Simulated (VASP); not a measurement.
# GaSb (F-43m) in VASP: further runs, part 2 of 2

VASP 6.6.1. The steps go on from the part before.

**3. Single point, LDA**

INCAR

```
ALGO     = Normal         # electronic algorithm
EDIFF    = 1E-6           # SCF threshold, eV
ENCUT    = 500            # plane-wave cutoff, eV
GGA      = CA             # functional
GGA_COMPAT= F            
ISIF     = 2              # what is computed and relaxed
ISMEAR   = 0              # smearing method
LASPH    = T              # aspherical terms in the spheres
LCHARG   = F              # write CHGCAR
LREAL    = F              # projectors in reciprocal space
LWAVE    = F              # write WAVECAR
NBANDS   = 21             # bands
NELM     = 120            # most SCF steps
PREC     = Accurate       # precision mode
SIGMA    = 0.1            # smearing width, eV
```

KPOINTS

```
k-points
0
Gamma
  12 12 12
```

POSCAR

```
GaSb
1.0
    0.0000000000      3.0250672255      3.0250672255
    3.0250672255      0.0000000000      3.0250672255
    3.0250672255      3.0250672255      0.0000000000
Ga Sb
1 1
Direct
    0.0000000000      0.0000000000      0.0000000000
    0.7500000000      0.7500000000      0.7500000000
```

Potentials or basis: VASP PAW LDA potentials, release 64 (Ga_d, Sb_d_GW).

On the command line:

```
$ cat potpaw_LDA.64/Ga_d/POTCAR potpaw_LDA.64/Sb_d_GW/POTCAR > POTCAR
$ mpirun -np 1 vasp_std > vasp.out
```

OUTCAR:

```text
EDIFF = 1E-6
   ENCUT = 500
   GGA = CA
   ISIF = 2
   ISMEAR = 0
   LASPH = T
   LREAL = F
   NELM = 120
   PREC = Accurate

 ion  position               nearest neighbor table
   1  0.000  0.000  0.000-   2 2.62   2 2.62   2 2.62   2 2.62
   2  0.750  0.750  0.750-   1 2.62   1 2.62   1 2.62   1 2.62

  LATTYP: Found a face centered cubic cell.
 ALAT       =     6.0501344510

  Lattice vectors:

 A1 = (   0.0000000000,   3.0250672255,   3.0250672255)
[... 762 lines left out ...]
------------------------ aborting loop because EDIFF is reached ----------------------------------------

  FORCE on cell =-STRESS in cart. coord.  units (eV):
  Direction    XX          YY          ZZ          XY          YZ          ZX
  --------------------------------------------------------------------------------------
  -------------------------------------------------------------------------------------
  Total        0.0043167      0.0043167      0.0043167      0.0000000      0.0000000      0.0000000
  in kB        0.1249199      0.1249199      0.1249199      0.0000000      0.0000000      0.0000000
  external PRESSURE =       0.1249199 kB  Pullay stress =       0.0000000 kB

 VOLUME and BASIS-vectors are now :
 -----------------------------------------------------------------------------
  energy-cutoff  :      500.00
  volume of cell :       55.36
      direct lattice vectors                 reciprocal lattice vectors
     0.000000000  3.025067225  3.025067225    -0.165285583  0.165285583  0.165285583
     3.025067225  0.000000000  3.025067225     0.165285583 -0.165285583  0.165285583
     3.025067225  3.025067225  0.000000000     0.165285583  0.165285583 -0.165285583

 POSITION                                       TOTAL-FORCE (eV/Angst)
 -----------------------------------------------------------------------------------
      0.00000      0.00000      0.00000        -0.000000     -0.000000     -0.000000
      4.53760      4.53760      4.53760         0.000000      0.000000      0.000000
 -----------------------------------------------------------------------------------
    total drift:                                0.000000      0.000000      0.000000

  FREE ENERGIE OF THE ION-ELECTRON SYSTEM (eV)
  ---------------------------------------------------
  free  energy   TOTEN  =        -8.6848416680 eV

  energy  without entropy=       -8.6847551498  energy(sigma->0) =       -8.68479841
```

OSZICAR:

```text
N       E                     dE             d eps       ncg     rms          rms(c)
DAV:   1     0.174834489186E+03    0.17483E+03   -0.11143E+04  4139   0.125E+04
DAV:   2     0.114667928380E+02   -0.16337E+03   -0.15847E+03  5283   0.125E+03
DAV:   3    -0.820175248950E+01   -0.19669E+02   -0.19592E+02  5118   0.180E+02
DAV:   4    -0.878872111912E+01   -0.58697E+00   -0.58646E+00  4456   0.213E+01
DAV:   5    -0.881500679575E+01   -0.26286E-01   -0.26281E-01  4127   0.377E+00    0.313E+00
DAV:   6    -0.872422576634E+01    0.90781E-01   -0.91019E-02  5025   0.584E+00    0.187E+00
DAV:   7    -0.868470324039E+01    0.39523E-01   -0.50636E-02  4390   0.499E+00    0.197E-01
DAV:   8    -0.868472123085E+01   -0.17990E-04   -0.62526E-03  4101   0.115E+00    0.658E-02
DAV:   9    -0.868483446907E+01   -0.11324E-03   -0.36896E-04  4548   0.406E-01    0.208E-02
DAV:  10    -0.868484103370E+01   -0.65646E-05   -0.41027E-05  4548   0.102E-01    0.815E-03
DAV:  11    -0.868484166796E+01   -0.63426E-06   -0.37586E-06  3714   0.377E-02
   1 F= -.86848417E+01 E0= -.86847984E+01  d E =-.865181E-04
```

Wall time 27 s (1 thread of Intel Xeon 6975P-C (Granite Rapids), shared host); peak memory 0.22 GiB.

Results:

| Property | Result |
| --- | --- |
| Free energy | -8.6848 eV |
| Pressure | 0.0 GPa |

Levels at points of the mesh, in eV from the Fermi level:
| k point | band 11 | band 12 | band 13 | band 14 | band 15 | band 16 | band 17 | band 18 |
| --- | --- | --- | --- | --- | --- | --- | --- | --- |
| (0.00, 0.00, 0.00) | -11.84 | -0.09 | -0.09 | -0.09 | 0.02 | 2.68 | 2.68 | 2.68 |
| (0.50, 0.00, 0.00) | -10.13 | -6.65 | -1.29 | -1.29 | 0.29 | 3.66 | 3.66 | 6.23 |
| (0.50, 0.50, 0.00) | -9.27 | -7.07 | -2.77 | -2.77 | 0.72 | 1.03 | 8.77 | 8.77 |

Caveat: spin-orbit coupling is left out, which moves the levels of the heavy elements.

**4. Single point, LDA**

This run uses another cell than the first one, of 19.00 Å³/atom, 0.686 times its volume.

INCAR

```
SYSTEM = GaSb
ALGO = Normal ; EDIFF = 1E-7
ENCUT = 520 ; GGA = CA
ISIF = 2 ; ISMEAR = -1
LASPH = .True. ; LCHARG = .True.
LELF = .True. ; LREAL = .False.
LVHAR = .True. ; LWAVE = .False.
NBANDS = 16 ; NELM = 100
PREC = Accurate ; SIGMA = 0.15
```

KPOINTS

```
k-points
0
Gamma
  14 14 14
  0 0 0
```

POSCAR

```
GaSb
1.0
    0.0000000000      2.6685651425      2.6685651425
    2.6685651425      0.0000000000      2.6685651425
    2.6685651425      2.6685651425      0.0000000000
Ga Sb
1 1
Direct
    0.0000000000      0.0000000000      0.0000000000
    0.7500000000      0.7500000000      0.7500000000
```

Potentials or basis: VASP PAW LDA potentials, release 64 (Ga_d, Sb).

On the command line:

```
$ cat potpaw_LDA.64/Ga_d/POTCAR potpaw_LDA.64/Sb/POTCAR > POTCAR
$ mpirun -np 1 vasp_std > vasp.out
```

It took 24 s on 1 thread of Intel Xeon 6975P-C (Granite Rapids), shared host; peak memory 0.19 GiB.

The run converged. Its results:

```
Free energy            : -6.7144 eV
Pressure               : 50.8 GPa
Band gap on the k mesh : zero (band 9 reaches 10.06 eV, above the bottom of band 10 at 9.96 eV)
```

Levels at points of the mesh, in eV from the Fermi level:
```
           k point  band 6  band 7  band 8  band 9  band 10  band 11  band 12  band 13
(0.00, 0.00, 0.00)  -15.11    0.14    0.14    0.14     2.55     2.55     2.55     3.26
(0.50, 0.00, 0.00)  -12.14   -9.10   -1.90   -1.90     1.49     3.58     3.58     5.69
(0.50, 0.50, 0.00)  -10.64   -9.17   -4.32   -4.32     0.13     0.26    11.36    11.36
```

Caveat: spin-orbit coupling is left out, which moves the levels of the heavy elements.

**5. Summary**

| task | potentials or basis | cell | k mesh | cutoff (eV) | smearing | second run | pressure (GPa) |
| --- | --- | --- | --- | --- | --- | --- | --- |
| relaxation of cell and atoms | VASP PAW LDA potentials, release 64 (Ga_d, Sb) | relaxed from a = 4.278 Å, angles 60.0°, 2 atoms | 12 × 12 × 12 | 600 | fermi-dirac 0.15 eV | - | 0.0 |
| single point | VASP PAW LDA potentials, release 64 (Ga_d, Sb_d_GW) | a = 4.278 Å, angles 60.0°, 2 atoms | 12 × 12 × 12 | 500 | gaussian 0.1 eV | valence_matched | 0.0 |
| single point | VASP PAW LDA potentials, release 64 (Ga_d, Sb) | a = 3.774 Å, angles 60.0°, 2 atoms | 14 × 14 × 14 | 520 | fermi-dirac 0.15 eV | - | 50.8 |

Alike in all rows: level LDA; no spin polarisation.

Caveats: spin-orbit coupling is left out, which moves the levels of the heavy elements.

Absolute energies hang on the potentials; compare differences alone.
